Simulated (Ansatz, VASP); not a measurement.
Tl2Sn2H5 in VASP and in Ansatz

```xyz
9
Lattice="1.7138 0.9895 13.2348 -1.7138 0.9895 13.2348 0.0000 -1.9790 13.2348" Properties=species:S:1:pos:R:3 pbc="T T T"
Tl    0.0000    0.0000    2.3260
Tl    0.0000    0.0000   37.3783
Sn    0.0000    0.0000    7.9446
Sn    0.0000    0.0000   31.7598
H     0.0000    0.9895   13.2348
H    -0.8569   -0.4947   13.2348
H     0.8569   -0.4947   13.2348
H     0.0000    0.0000   19.8522
H     0.0000    0.0000    0.0000
```

Alike in both runs: functional PBE; k mesh 6 × 6 × 6; occupations gaussian, width 0.1 eV; no spin polarisation.

Ansatz relaxed the structure, and its values are those at the end. VASP's run is a single point on that final structure, the one shown.

|  | VASP | Ansatz |
| --- | --- | --- |
| version | VASP 6.6.1 | Ansatz 0.2.0 |
| potentials or method | VASP PAW PBE potentials, release 64 (Tl_d, Sn_d, H), cutoff 520 eV | scalar-relativistic, plane waves, PAW |
| valence electrons in the cell | 59 | 59 |

VASP gave:

| Quantity | Value |
| --- | --- |
| gap on the k mesh at the Fermi level (eV) | none |
| pressure (GPa) | -0.2 |
| rms of the force components (eV/Å) | 0.006 |

Estimate Ansatz's values.

gap on the k mesh at the Fermi level (eV): none; pressure (GPa): -0.1; rms of the force components (eV/Å): 0.006.

A gap of «none» marks a metal or a gap that the smearing closes.

Spin-orbit coupling is off throughout.
